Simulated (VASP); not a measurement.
# Rh (Fm-3m) in VASP: notebook

Aim: see how the results for Rh move with the level of theory and the settings. Levels: PBEsol, PBE. Tasks: single point, relaxation of cell and atoms.

Everything below comes from runs of VASP 6.6.1. Logs are shortened: lines on timing, memory, paths and dates and some standing lists are left out, and cuts for length are marked.

## 1. The cell of the first run

The structure is cubic, space group Fm-3m (No. 225). Conventional cell: a = 3.780 Å, b = 3.780 Å, c = 3.780 Å, α = 90.00°, β = 90.00°, γ = 90.00°. Rh (site symmetry m-3m) has 12 Rh at 2.67 Å within 3.5 Å.

## 2. Single point, PBEsol

The input, INCAR:

```
PREC = Accurate
ENCUT = 520
EDIFF = 1E-6
ISMEAR = 1
SIGMA = 0.1
LREAL = F
LASPH = T
NELM = 60
ALGO = Normal
ISIF = 2
LWAVE = F
LCHARG = F
GGA = PS
NBANDS = 14
```

The input, KPOINTS:

```
Automatic mesh
0
Gamma
  24 24 24
```

The input, POSCAR:

```
Rh
1.0
    0.0000000000      1.8897530671      1.8897530671
    1.8897530671      0.0000000000      1.8897530671
    1.8897530671      1.8897530671      0.0000000000
Rh
1
Direct
    0.0000000000      0.0000000000      0.0000000000
```

Potentials or basis: VASP PAW PBE potentials, release 64 (Rh_pv).

Started as:

```sh
$ cat potpaw_PBE.64/Rh_pv/POTCAR > POTCAR
$ mpirun -np 1 vasp_std > vasp.out
```

OUTCAR:

```text
PREC = Accurate
   ENCUT = 520
   EDIFF = 1E-6
   ISMEAR = 1
   LREAL = F
   LASPH = T
   NELM = 60
   ISIF = 2
   GGA = PS

 ion  position               nearest neighbor table
   1  0.000  0.000  0.000-

  LATTYP: Found a face centered cubic cell.
 ALAT       =     3.7795061342

  Lattice vectors:

 A1 = (   0.0000000000,   1.8897530671,   1.8897530671)
 A2 = (   1.8897530671,   0.0000000000,   1.8897530671)
 A3 = (   1.8897530671,   1.8897530671,   0.0000000000)

Analysis of symmetry for initial positions (statically):
=====================================================================
 Subroutine PRICEL returns:
 Original cell was already a primitive cell.

 Routine SETGRP: Setting up the symmetry group for a
 face centered cubic supercell.

 Subroutine GETGRP returns: Found 48 space group operations
 (whereof 48 operations were pure point group operations)
 out of a pool of 48 trial point group operations.

The static configuration has the point symmetry O_h .

Analysis of symmetry for dynamics (positions and initial velocities):
=====================================================================
 Subroutine PRICEL returns:
 Original cell was already a primitive cell.

 Routine SETGRP: Setting up the symmetry group for a
 face centered cubic supercell.

 Subroutine GETGRP returns: Found 48 space group operations
 (whereof 48 operations were pure point group operations)
 out of a pool of 48 trial point group operations.

The dynamic configuration has the point symmetry O_h .

 Subroutine INISYM returns: Found 48 space group operations
 (whereof 48 operations are pure point group operations),
 and found     1 'primitive' translations

----------------------------------------------------------------------------------------

                                     Primitive cell

  volume of cell :      13.4972

  direct lattice vectors                    reciprocal lattice vectors
     0.000000000  1.889753067  1.889753067    -0.264584833  0.264584833  0.264584833
     1.889753067  0.000000000  1.889753067     0.264584833 -0.264584833  0.264584833
     1.889753067  1.889753067  0.000000000     0.264584833  0.264584833 -0.264584833

  length of vectors
     2.672514417  2.672514417  2.672514417     0.458274374  0.458274374  0.458274374

  position of ions in fractional coordinates (direct lattice)
     0.000000000  0.000000000  0.000000000

  ion indices of the primitive-cell ions
   primitive index   ion index
                 1           1

----------------------------------------------------------------------------------------

 KPOINTS: Automatic mesh

Automatic generation of k-mesh.
 Grid dimensions read from file:
 generate k-points for:   24   24   24

 Generating k-lattice:

  Cartesian coordinates                     Fractional coordinates (reciprocal lattice)
    -0.011024368  0.011024368  0.011024368     0.041666667  0.000000000  0.000000000
     0.011024368 -0.011024368  0.011024368     0.000000000  0.041666667  0.000000000
     0.011024368  0.011024368 -0.011024368     0.000000000  0.000000000  0.041666667

  Length of vectors
     0.019094766  0.019094766  0.019094766

  Shift w.r.t. Gamma in fractional coordinates (k-lattice)
     0.000000000  0.000000000  0.000000000

 Subroutine IBZKPT returns following result:
 ===========================================

 Found    413 irreducible k-points:

 Following reciprocal coordinates:
            Coordinates               Weight
  0.000000  0.000000  0.000000      1.000000
  0.041667  0.000000  0.000000      8.000000
  0.083333  0.000000  0.000000      8.000000
  0.125000  0.000000  0.000000      8.000000
  0.166667  0.000000  0.000000      8.000000
  0.208333  0.000000  0.000000      8.000000
[... 16 lines left out ...]
  0.416667  0.041667  0.000000     24.000000
  0.458333  0.041667  0.000000     24.000000
 [... further k-points ...]
   k-points           NKPTS =    413   k-points in BZ     NKDIM =    413   number of bands    NBANDS=     14
   number of dos      NEDOS =    301   number of ions     NIONS =      1
   total plane-waves  NPLWV =   8000
   dimension x,y,z NGX =    20 NGY =   20 NGZ =   20
   dimension x,y,z NGXF=    40 NGYF=   40 NGZF=   40
   ions per type =               1
   NGX,Y,Z   is equivalent  to a cutoff of  12.44, 12.44, 12.44 a.u.
   NGXF,Y,Z  is equivalent  to a cutoff of  24.88, 24.88, 24.88 a.u.
 SYSTEM =  unknown system
   PREC   = accura    normal or accurate (medium, high low for compatibility)
   ISTART =      0    job   : 0-new  1-cont  2-samecut
   ICHARG =      2    charge: 1-file 2-atom 10-const
   ISPIN  =      1    spin polarized calculation?
   LNONCOLLINEAR =      F non collinear calculations
   LSORBIT =      F    spin-orbit coupling
   LASPH  =      T    aspherical Exc in radial PAW
   ENCUT  =  520.0 eV  38.22 Ry    6.18 a.u.   4.97  4.97  4.97*2*pi/ulx,y,z
   NELM   =     60;   NELMIN=  2; NELMDL= -5     # of ELM steps
   EDIFF  = 0.1E-05   stopping-criterion for ELM
   LREAL  =      F    real-space projection
   EDIFFG = 0.1E-04   stopping-criterion for IOM
   NSW    =      0    number of steps for IOM
   IBRION =     -1    ionic relax: 0-MD 1-quasi-New 2-CG
   NFREE  =      0    steps in history (QN), initial steepest desc. (CG)
   ISIF   =      2    stress and relaxation
   ISYM   =      2    0-nonsym 1-usesym 2-fastsym
   POTIM  = 0.5000    time-step for ionic-motion
   TEBEG  =    0.0;   TEEND  =   0.0 temperature during run
   PSTRESS=    0.0 pullay stress
   NELECT =      15.0000    total number of electrons
   NUPDOWN=      -1.0000    fix difference up-down
   EMIN   =  10.00;   EMAX   =-10.00  energy-range for DOS
   EFERMI =   0.00;   METHOD = LEGACY
   ISMEAR =     1;   SIGMA  =   0.10  broadening in eV -4-tet -1-fermi 0-gaus
   EFERMI_NEDOS =   21; number of points for ismear=-14 and -15
   IALGO  =     38    algorithm
   IMIX   =      4    mixing-type and parameters
     AMIX     =   0.40;   BMIX     =  1.00
     AMIX_MAG =   1.60;   BMIX_MAG =  1.00
  volume/ion in A,a.u.               =      13.50        91.08
  Fermi-wavevector in a.u.,A,eV,Ry     =   1.695731  3.204466 39.123584  2.875502
  Thomas-Fermi vector in A             =   2.776722
   LORBIT       =      0    0 simple, 1 ext, 2 COOP (PROOUT), +10 PAW based schemes
   GGA     = PS    functional components
   LHFCALC =     F    Hartree Fock is set to
   AEXX    =    0.0000 exact exchange contribution
   IVDW    =     0    specifies the selected vdW correction
   LEPSILON=     F    determine dielectric tensor
   LRPA    =     F    only Hartree local field effects (RPA)
 non-spin polarized calculation
 Methfessel and Paxton  Order N= 1 SIGMA  =   0.10
  energy-cutoff  :      520.00
  volume of cell :       13.50
 maximum number of plane-waves:       380
   NGX =  9   NGY =  9   NGZ =  9

 number of electron      15.0000006 magnetization

 Free energy of the ion-electron system (eV)
  ---------------------------------------------------
  ext. energy  EPLUGINS =         0.00000000
  ---------------------------------------------------
  free energy    TOTEN  =        -8.13896457 eV

  energy without entropy =       -8.13966619  energy(sigma->0) =       -8.13919844

 E-fermi :  12.0981     XC(G=0): -14.3382

 val. band max:       12.0929747281   @ k =   0.4167   0.0833   0.0417
 cond. band min:      12.1028325331   @ k =   0.3333   0.1250   0.0000
 fundamental gap:      0.0098578050
 Fermi energy:        12.0980750703

 k-point     1 :       0.0000    0.0000    0.0000
  band No.  band energies     occupation
      1     -34.2752      2.00000
      2     -34.2752      2.00000
      3     -34.2752      2.00000
      4       3.9053      2.00000
      5       8.9082      2.00000
      6       8.9082      2.00000
      7       8.9082      2.00000
      8      11.0824      2.00000
      9      11.0824      2.00000
     10      28.0160      0.00000
     11      32.3993      0.00000
     12      33.5723      0.00000
     13      33.5723      0.00000
     14      33.5723      0.00000

 k-point     2 :       0.0417    0.0000    0.0000
  band No.  band energies     occupation
      1     -34.2891      2.00000
      2     -34.2771      2.00000
      3     -34.2771      2.00000
      4       3.9771      2.00000
      5       8.8750      2.00000
      6       8.9369      2.00000
      7       8.9369      2.00000
      8      11.0656      2.00000
      9      11.0656      2.00000
     10      28.1235      0.00000
     11      32.3982      0.00000
     12      33.1552      0.00000
     13      33.6788      0.00000
     14      33.6788      0.00000

 k-point     3 :       0.0833    0.0000    0.0000
  band No.  band energies     occupation
      1     -34.3297      2.00000
      2     -34.2825      2.00000
      3     -34.2825      2.00000
      4       4.1876      2.00000
      5       8.7846      2.00000
      6       9.0172      2.00000
      7       9.0172      2.00000
      8      11.0227      2.00000
      9      11.0227      2.00000
     10      28.4276      0.00000
     11      32.1696      0.00000
     12      32.4116      0.00000
     13      33.9925      0.00000
     14      33.9925      0.00000
[... 324 lines left out ...]
 k-point    23 :       0.4167    0.0417    0.0000
  band No.  band energies     occupation
      1     -34.9880      2.00000
      2     -34.3816      2.00000
      3     -34.3775      2.00000
      4       5.9103      2.00000
      5       8.8762      2.00000
      6       8.9948      2.00000
      7      11.0579      2.00000
      8      12.4938     -0.00000
      9      12.6885     -0.00000
     10      22.4888      0.00000
     11      28.0654      0.00000
     12      32.4014      0.00000
     13      33.8357      0.00000
     14      34.4461      0.00000

 k-point    24 :       0.4583    0.0417    0.0000
  band No.  band energies     occupation
      1     -35.0331      2.00000
      2     -34.3863      2.00000
      3     -34.3859      2.00000
      4       5.8555      2.00000
      5       8.8103      2.00000
      6       8.9226      2.00000
      7      11.6076      2.00000
      8      12.6535     -0.00000
      9      13.1971     -0.00000
     10      21.4562      0.00000
     11      27.7683      0.00000
     12      32.4012      0.00000
     13      33.4540      0.00000
     14      33.7423      0.00000

 [... further k-points ...]

------------------------ aborting loop because EDIFF is reached ----------------------------------------

  FORCE on cell =-STRESS in cart. coord.  units (eV):
  Direction    XX          YY          ZZ          XY          YZ          ZX
  --------------------------------------------------------------------------------------
  -------------------------------------------------------------------------------------
  Total       -0.0078518     -0.0078518     -0.0078518      0.0000000      0.0000000     -0.0000000
  in kB       -0.9320408     -0.9320408     -0.9320408      0.0000000      0.0000000     -0.0000000
  external PRESSURE =      -0.9320408 kB  Pullay stress =       0.0000000 kB

 VOLUME and BASIS-vectors are now :
 -----------------------------------------------------------------------------
  energy-cutoff  :      520.00
  volume of cell :       13.50
      direct lattice vectors                 reciprocal lattice vectors
     0.000000000  1.889753067  1.889753067    -0.264584833  0.264584833  0.264584833
     1.889753067  0.000000000  1.889753067     0.264584833 -0.264584833  0.264584833
     1.889753067  1.889753067  0.000000000     0.264584833  0.264584833 -0.264584833

 POSITION                                       TOTAL-FORCE (eV/Angst)
 -----------------------------------------------------------------------------------
      0.00000      0.00000      0.00000         0.000000      0.000000     -0.000000
 -----------------------------------------------------------------------------------
    total drift:                                0.000000      0.000000      0.000000

  FREE ENERGIE OF THE ION-ELECTRON SYSTEM (eV)
  ---------------------------------------------------
  free  energy   TOTEN  =        -8.1389645697 eV

  energy  without entropy=       -8.1396661925  energy(sigma->0) =       -8.13919844
```

Run time: 27 s. Hardware: 1 thread of Intel Xeon 6975P-C (Granite Rapids), shared host; peak memory 0.18 GiB.

Results:

* Free energy: -8.1390 eV
* Pressure: -0.1 GPa
* Band gap on the k mesh: zero (an odd number of electrons rules out a gap without spin polarisation)

Levels at points of the mesh, in eV from the Fermi level:
```csv
k point,band 3,band 4,band 5,band 6,band 7,band 8,band 9,band 10,band 11,band 12
"(0.00, 0.00, 0.00)",-46.37,-8.19,-3.19,-3.19,-3.19,-1.02,-1.02,15.92,20.30,21.47
"(0.50, 0.00, 0.00)",-46.48,-6.33,-3.27,-3.27,0.59,0.59,0.63,8.78,15.43,20.30
"(0.50, 0.50, 0.00)",-46.66,-6.53,-6.15,0.57,1.02,1.02,3.20,12.46,13.34,13.34
```

Caveat: the PAW data sets were made with another functional, which shifts forces and pressure a little.

## 3. Single point, PBE

This run uses another cell than the first one, of 14.04 Å³/atom.

The input, INCAR:

```
  PREC = Accurate
  ENCUT = 520
  EDIFF = 1E-6
  ISMEAR = 1
  SIGMA = 0.1
  LREAL = F
  LASPH = T
  NELM = 60
  ALGO = Normal
  ISIF = 2
  LWAVE = F
  LCHARG = T
  GGA = PE
  LELF = T
  LVHAR = T
  NBANDS = 14
```

The input, KPOINTS:

```
regular mesh
0
Gamma
  24 24 24
```

The input, POSCAR:

```
Rh
1.0
    0.0000000000      1.9146822369      1.9146822369
    1.9146822369      0.0000000000      1.9146822369
    1.9146822369      1.9146822369      0.0000000000
Rh
1
Direct
    0.0000000000      0.0000000000      0.0000000000
```

Potentials or basis: VASP PAW PBE potentials, release 64 (Rh_pv).

Started as:

```sh
$ cat potpaw_PBE.64/Rh_pv/POTCAR > POTCAR
$ mpirun -np 1 vasp_std > vasp.out
```

Wall time 22 s (1 thread of Intel Xeon 6975P-C (Granite Rapids), shared host); peak memory 0.18 GiB.

It converged, with:

```
Free energy            : -7.2591 eV
Pressure               : 0.2 GPa
Band gap on the k mesh : zero (an odd number of electrons rules out a gap without spin polarisation)
```

Levels at points of the mesh, in eV from the Fermi level:
| k point | band 3 | band 4 | band 5 | band 6 | band 7 | band 8 | band 9 | band 10 | band 11 | band 12 |
| --- | --- | --- | --- | --- | --- | --- | --- | --- | --- | --- |
| (0.00, 0.00, 0.00) | -46.35 | -7.80 | -2.98 | -2.98 | -2.98 | -0.96 | -0.96 | 16.01 | 20.58 | 21.35 |
| (0.50, 0.00, 0.00) | -46.44 | -5.94 | -3.05 | -3.05 | 0.54 | 0.54 | 0.76 | 8.43 | 15.51 | 20.58 |
| (0.50, 0.50, 0.00) | -46.60 | -6.12 | -5.76 | 0.52 | 0.95 | 0.95 | 3.24 | 12.01 | 13.20 | 13.20 |

## 4. Relaxation of cell and atoms, PBEsol

This run uses another cell than the first one, of 13.72 Å³/atom.

The input, INCAR:

```
SYSTEM = Rh
ALGO = Normal
EDIFF = 1E-7
EDIFFG = -0.005
ENCUT = 600
GGA = PS
IBRION = 2
ISIF = 3
ISMEAR = 1
LASPH = .True.
LCHARG = .False.
LREAL = .False.
LWAVE = .False.
NELM = 80
NSW = 60
PREC = Accurate
SIGMA = 0.1
```

The input, KPOINTS:

```
k-points
0
Gamma
  24 24 24
  0 0 0
```

The input, POSCAR:

```
Rh
1.0
    0.0000000000      1.9000000000      1.9000000000
    1.9000000000      0.0000000000      1.9000000000
    1.9000000000      1.9000000000      0.0000000000
Rh
1
Direct
    0.0000000000      0.0000000000      0.0000000000
```

Started as:

```sh
$ cat potpaw_PBE.64/Rh_pv/POTCAR > POTCAR
$ mpirun -np 1 vasp_std > vasp.out
```

Wall time 70 s (1 thread of Intel Xeon 6975P-C (Granite Rapids), shared host); peak memory 0.21 GiB.

It converged, with:

| Item | Value |
| --- | --- |
| Free energy | -8.1396 eV |
| Relaxed volume | 13.49 Å³/atom |
| Relaxed cell | a = 2.672 Å, b = 2.672 Å, c = 2.672 Å, α = 60.00°, β = 60.00°, γ = 60.00° |
| Space group after relaxing (to 0.1 Å) | Fm-3m (No. 225) |
| Energy gained by relaxing | 3.5 meV/atom |
| Ionic steps | 4 |
| Pressure after relaxing | 0.0 GPa |
| Band gap on the k mesh | zero (an odd number of electrons rules out a gap without spin polarisation) |

Step by step:
```csv
step,energy change (eV),largest force (eV/Å),pressure (GPa),volume (Å³)
1,0.0000,0.0000,-4.81,13.72
2,0.0212,0.0000,14.44,12.92
3,-0.0035,0.0000,-0.08,13.49
4,-0.0035,0.0000,0.02,13.49
```

Final structure:
```
Rh
1.0
     0.00000    1.88931    1.88931
     1.88931    0.00000    1.88931
     1.88931    1.88931    0.00000
Rh
1
Direct
  0.00000 0.00000 0.00000
```

Levels at points of the mesh, in eV from the Fermi level:
```tsv
k point	band 5	band 6	band 7	band 8	band 9	band 10
(0.00, 0.00, 0.00)	-3.19	-3.19	-3.19	-1.02	-1.02	15.92
(0.50, 0.00, 0.00)	-3.27	-3.27	0.59	0.59	0.63	8.79
(0.50, 0.50, 0.00)	-6.16	0.57	1.02	1.02	3.20	12.47
```

Caveat: the PAW data sets were made with another functional, which shifts forces and pressure a little.

## 5. Summary

| task | level | cell | cutoff (eV) | gap on the mesh (eV) | pressure (GPa) |
| --- | --- | --- | --- | --- | --- |
| single point | PBEsol | a = 2.673 Å, angles 60.0°, 1 atom | 520 | none | -0.1 |
| single point | PBE | a = 2.708 Å, angles 60.0°, 1 atom | 520 | none | 0.2 |
| relaxation of cell and atoms | PBEsol | relaxed from a = 2.687 Å, angles 60.0°, 1 atom | 600 | none | 0.0 |

Alike in all rows: potentials or basis VASP PAW PBE potentials, release 64 (Rh_pv); no spin polarisation; k mesh 24 × 24 × 24; smearing methfessel-paxton 0.1 eV.

Caveats: the PAW data sets were made with another functional, which shifts forces and pressure a little (at least some runs).

Absolute energies hang on the potentials; compare differences alone.
